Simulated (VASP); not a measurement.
# Ir (Fm-3m) in VASP: a series of runs, part 2 of 2

VASP 6.6.1. Earlier steps stand in the parts before.

### 3 Relaxation of cell and atoms, LDA

This run uses another cell than the first one, of 14.06 Å³/atom, 1.004 times its volume.

File INCAR:

```
SYSTEM = Ir
PREC = Accurate
ENCUT = 500
EDIFF = 1E-7
ISMEAR = -1
SIGMA = 0.15
LREAL = .False.
LASPH = .True.
NELM = 120
ALGO = Normal
ISIF = 3
LWAVE = .False.
LCHARG = .False.
GGA = CA
IBRION = 2
NSW = 60
EDIFFG = -0.1
GGA_COMPAT = .False.
NELMIN = 4
```

File KPOINTS:

```
regular mesh
0
Gamma
  5 5 5
  0 0 0
```

File POSCAR:

```
Ir
1.0
    0.0000000000      1.9156000000      1.9156000000
    1.9156000000      0.0000000000      1.9156000000
    1.9156000000      1.9156000000      0.0000000000
Ir
1
Direct
    0.0000000000      0.0000000000      0.0000000000
```

Potentials or basis: VASP PAW LDA potentials, release 64 (Ir).

Started as:

```console
$ cat potpaw_LDA.64/Ir/POTCAR > POTCAR
$ mpirun -np 1 vasp_std > vasp.out
```

OUTCAR:

```text
SYSTEM = Ir
   PREC = Accurate
   ENCUT = 500
   EDIFF = 1E-7
   ISMEAR = -1
   LREAL = .False.
   LASPH = .True.
   NELM = 120
   ISIF = 3
   GGA = CA
   IBRION = 2
   NSW = 60
   EDIFFG = -0.1
   NELMIN = 4

 ion  position               nearest neighbor table
   1  0.000  0.000  0.000-

  LATTYP: Found a face centered cubic cell.
 ALAT       =     3.8312000000

  Lattice vectors:

 A1 = (   0.0000000000,   1.9156000000,   1.9156000000)
 A2 = (   1.9156000000,   0.0000000000,   1.9156000000)
 A3 = (   1.9156000000,   1.9156000000,   0.0000000000)

Analysis of symmetry for initial positions (statically):
=====================================================================
 Subroutine PRICEL returns:
 Original cell was already a primitive cell.

 Routine SETGRP: Setting up the symmetry group for a
 face centered cubic supercell.

 Subroutine GETGRP returns: Found 48 space group operations
 (whereof 48 operations were pure point group operations)
 out of a pool of 48 trial point group operations.

The static configuration has the point symmetry O_h .

Analysis of symmetry for dynamics (positions and initial velocities):
=====================================================================
 Subroutine PRICEL returns:
 Original cell was already a primitive cell.

 Routine SETGRP: Setting up the symmetry group for a
 face centered cubic supercell.

 Subroutine GETGRP returns: Found 48 space group operations
 (whereof 48 operations were pure point group operations)
 out of a pool of 48 trial point group operations.

The dynamic configuration has the point symmetry O_h .

 Subroutine INISYM returns: Found 48 space group operations
 (whereof 48 operations are pure point group operations),
 and found     1 'primitive' translations

----------------------------------------------------------------------------------------

                                     Primitive cell

  volume of cell :      14.0587

  direct lattice vectors                    reciprocal lattice vectors
     0.000000000  1.915600000  1.915600000    -0.261014826  0.261014826  0.261014826
     1.915600000  0.000000000  1.915600000     0.261014826 -0.261014826  0.261014826
     1.915600000  1.915600000  0.000000000     0.261014826  0.261014826 -0.261014826

  length of vectors
     2.709067500  2.709067500  2.709067500     0.452090940  0.452090940  0.452090940

  position of ions in fractional coordinates (direct lattice)
     0.000000000  0.000000000  0.000000000

  ion indices of the primitive-cell ions
   primitive index   ion index
                 1           1

----------------------------------------------------------------------------------------

 KPOINTS: regular mesh

Automatic generation of k-mesh.
 Grid dimensions read from file:
 generate k-points for:    5    5    5

 Generating k-lattice:

  Cartesian coordinates                     Fractional coordinates (reciprocal lattice)
    -0.052202965  0.052202965  0.052202965     0.200000000  0.000000000  0.000000000
     0.052202965 -0.052202965  0.052202965     0.000000000  0.200000000  0.000000000
     0.052202965  0.052202965 -0.052202965     0.000000000  0.000000000  0.200000000

  Length of vectors
     0.090418188  0.090418188  0.090418188

  Shift w.r.t. Gamma in fractional coordinates (k-lattice)
     0.000000000  0.000000000  0.000000000

 Subroutine IBZKPT returns following result:
 ===========================================

 Found     10 irreducible k-points:

 Following reciprocal coordinates:
            Coordinates               Weight
  0.000000  0.000000  0.000000      1.000000
  0.200000  0.000000  0.000000      8.000000
  0.400000  0.000000  0.000000      8.000000
  0.200000  0.200000  0.000000      6.000000
  0.400000  0.200000  0.000000     24.000000
 -0.400000  0.200000  0.000000     24.000000
 -0.200000  0.200000  0.000000     12.000000
  0.400000  0.400000  0.000000      6.000000
 -0.400000  0.400000  0.000000     12.000000
 -0.400000  0.400000  0.200000     24.000000
   k-points           NKPTS =     10   k-points in BZ     NKDIM =     10   number of bands    NBANDS=      8
   number of dos      NEDOS =    301   number of ions     NIONS =      1
   total plane-waves  NPLWV =   8000
   dimension x,y,z NGX =    20 NGY =   20 NGZ =   20
   dimension x,y,z NGXF=    40 NGYF=   40 NGZF=   40
   ions per type =               1
   NGX,Y,Z   is equivalent  to a cutoff of  12.27, 12.27, 12.27 a.u.
   NGXF,Y,Z  is equivalent  to a cutoff of  24.55, 24.55, 24.55 a.u.
 SYSTEM =  Ir
   PREC   = accura    normal or accurate (medium, high low for compatibility)
   ISTART =      0    job   : 0-new  1-cont  2-samecut
   ICHARG =      2    charge: 1-file 2-atom 10-const
   ISPIN  =      1    spin polarized calculation?
   LNONCOLLINEAR =      F non collinear calculations
   LSORBIT =      F    spin-orbit coupling
   LASPH  =      T    aspherical Exc in radial PAW
   ENCUT  =  500.0 eV  36.75 Ry    6.06 a.u.   4.94  4.94  4.94*2*pi/ulx,y,z
   NELM   =    120;   NELMIN=  4; NELMDL= -5     # of ELM steps
   EDIFF  = 0.1E-06   stopping-criterion for ELM
   LREAL  =      F    real-space projection
   EDIFFG = -.1E+00   stopping-criterion for IOM
   NSW    =     60    number of steps for IOM
   IBRION =      2    ionic relax: 0-MD 1-quasi-New 2-CG
   NFREE  =      1    steps in history (QN), initial steepest desc. (CG)
   ISIF   =      3    stress and relaxation
   ISYM   =      2    0-nonsym 1-usesym 2-fastsym
   POTIM  = 0.5000    time-step for ionic-motion
   TEBEG  =    0.0;   TEEND  =   0.0 temperature during run
   PSTRESS=    0.0 pullay stress
   NELECT =       9.0000    total number of electrons
   NUPDOWN=      -1.0000    fix difference up-down
   EMIN   =  10.00;   EMAX   =-10.00  energy-range for DOS
   EFERMI =   0.00;   METHOD = LEGACY
   ISMEAR =    -1;   SIGMA  =   0.15  broadening in eV -4-tet -1-fermi 0-gaus
   EFERMI_NEDOS =   21; number of points for ismear=-14 and -15
   IALGO  =     38    algorithm
   IMIX   =      4    mixing-type and parameters
     AMIX     =   0.40;   BMIX     =  1.00
     AMIX_MAG =   1.60;   BMIX_MAG =  1.00
  volume/ion in A,a.u.               =      14.06        94.87
  Fermi-wavevector in a.u.,A,eV,Ry     =   1.410937  2.666284 27.085691  1.990742
  Thomas-Fermi vector in A             =   2.532839
   LORBIT       =      0    0 simple, 1 ext, 2 COOP (PROOUT), +10 PAW based schemes
   GGA     = CA    functional components
   LHFCALC =     F    Hartree Fock is set to
   AEXX    =    0.0000 exact exchange contribution
   IVDW    =     0    specifies the selected vdW correction
   LEPSILON=     F    determine dielectric tensor
   LRPA    =     F    only Hartree local field effects (RPA)
 conjugate gradient relaxation of ions
 non-spin polarized calculation
  energy-cutoff  :      500.00
  volume of cell :       14.06
 maximum number of plane-waves:       362
   NGX =  9   NGY =  9   NGZ =  9

--------------------------------------- Ionic step        1  -------------------------------------------

 number of electron       9.0000000 magnetization

 Free energy of the ion-electron system (eV)
  ---------------------------------------------------
  ext. energy  EPLUGINS =         0.00000000
  ---------------------------------------------------
  free energy    TOTEN  =       -10.14022065 eV

  energy without entropy =      -10.01037220  energy(sigma->0) =      -10.07529643

------------------------ aborting loop because EDIFF is reached ----------------------------------------

  FORCE on cell =-STRESS in cart. coord.  units (eV):
  Direction    XX          YY          ZZ          XY          YZ          ZX
  --------------------------------------------------------------------------------------
  -------------------------------------------------------------------------------------
  Total        0.1472896      0.1472896      0.1472896     -0.0000000      0.0000000      0.0000000
  in kB       16.7856458     16.7856458     16.7856458     -0.0000000      0.0000000      0.0000000
  external PRESSURE =      16.7856458 kB  Pullay stress =       0.0000000 kB
[... 55 lines left out ...]
  energy  without entropy=      -10.0031095376  energy(sigma->0) =      -10.06938805

--------------------------------------- Ionic step        3  -------------------------------------------

 number of electron       9.0000000 magnetization

 Free energy of the ion-electron system (eV)
  ---------------------------------------------------
  ext. energy  EPLUGINS =         0.00000000
  ---------------------------------------------------
  free energy    TOTEN  =       -10.14053417 eV

  energy without entropy =      -10.01014279  energy(sigma->0) =      -10.07533848

 E-fermi :  10.6666     XC(G=0): -14.1527

 val. band max:       10.6337779924   @ k =  -0.4000   0.2000   0.0000
 cond. band min:      10.7760490811   @ k =   0.4000   0.0000   0.0000
 fundamental gap:      0.1422710887
 Fermi energy:        10.6665938383

 k-point     1 :       0.0000    0.0000    0.0000
  band No.  band energies     occupation
      1      -0.7802      2.00000
      2       6.4113      2.00000
      3       6.4113      2.00000
      4       6.4113      2.00000
      5       9.1614      1.99991
      6       9.1614      1.99991
      7      24.6745      0.00000
      8      30.2436      0.00000
[... 125 lines left out ...]
  FREE ENERGIE OF THE ION-ELECTRON SYSTEM (eV)
  ---------------------------------------------------
  free  energy   TOTEN  =       -10.1405341720 eV

  energy  without entropy=      -10.0101427877  energy(sigma->0) =      -10.07533848

 reached required accuracy - stopping structural energy minimisation
```

OSZICAR:

```text
N       E                     dE             d eps       ncg     rms          rms(c)
DAV:   1     0.539225070236E+02    0.53923E+02   -0.44500E+03   160   0.101E+03
DAV:   2    -0.100135959885E+02   -0.63936E+02   -0.61575E+02   160   0.230E+02
DAV:   3    -0.107491149689E+02   -0.73552E+00   -0.73360E+00   216   0.329E+01
[... 21 lines left out ...]
DAV:   3    -0.101405357505E+02    0.14800E-02   -0.65514E-03   184   0.108E+00    0.109E-01
DAV:   4    -0.101405311504E+02    0.46001E-05   -0.11452E-04   192   0.117E-01    0.973E-03
DAV:   5    -0.101405334612E+02   -0.23107E-05   -0.28448E-06   192   0.128E-02    0.251E-03
DAV:   6    -0.101405341690E+02   -0.70778E-06   -0.35337E-07   208   0.380E-03    0.144E-04
DAV:   7    -0.101405341720E+02   -0.30543E-08   -0.50305E-09    88   0.793E-04
   3 F= -.10140534E+02 E0= -.10075338E+02  d E =-.313518E-03
```

CONTCAR:

```text
Ir
   1.00000000000000
     0.0000000000000000    1.9183475713779281    1.9183475713779281
     1.9183475713779281    0.0000000000000000    1.9183475713779281
     1.9183475713779281    1.9183475713779281    0.0000000000000000
  Ir
     1
Direct
     0.0000000000000000    0.0000000000000000    0.0000000000000000

  0.00000000E+00  0.00000000E+00  0.00000000E+00
```

It took 4.2 s on 1 thread of Intel Xeon 6975P-C, shared host; peak memory 0.13 GiB.

Results:

* Free energy: -10.1405 eV
* Relaxed volume: 14.12 Å³/atom
* Relaxed cell: a = 2.713 Å, b = 2.713 Å, c = 2.713 Å, α = 60.00°, β = 60.00°, γ = 60.00°
* Space group after relaxing (to 0.05 Å): Fm-3m (No. 225)
* Energy gained by relaxing: 0.3 meV/atom
* Ionic steps: 3
* Pressure after relaxing: 0.0 GPa

Step by step:
```csv
step,energy change (eV),largest force (eV/Å),pressure (GPa),volume (Å³)
1,0.0000,0.0000,1.68,14.06
2,0.0046,0.0000,-6.35,14.36
3,-0.0003,0.0000,-0.01,14.12
```

Final structure:
```
Ir
1.0
     0.00000    1.91835    1.91835
     1.91835    0.00000    1.91835
     1.91835    1.91835    0.00000
Ir
1
Direct
  0.00000 0.00000 0.00000
```

Caveat: the k points lie up to 0.57 Å⁻¹ apart in the final cell; spin-orbit coupling is left out, which moves the levels of the heavy elements.
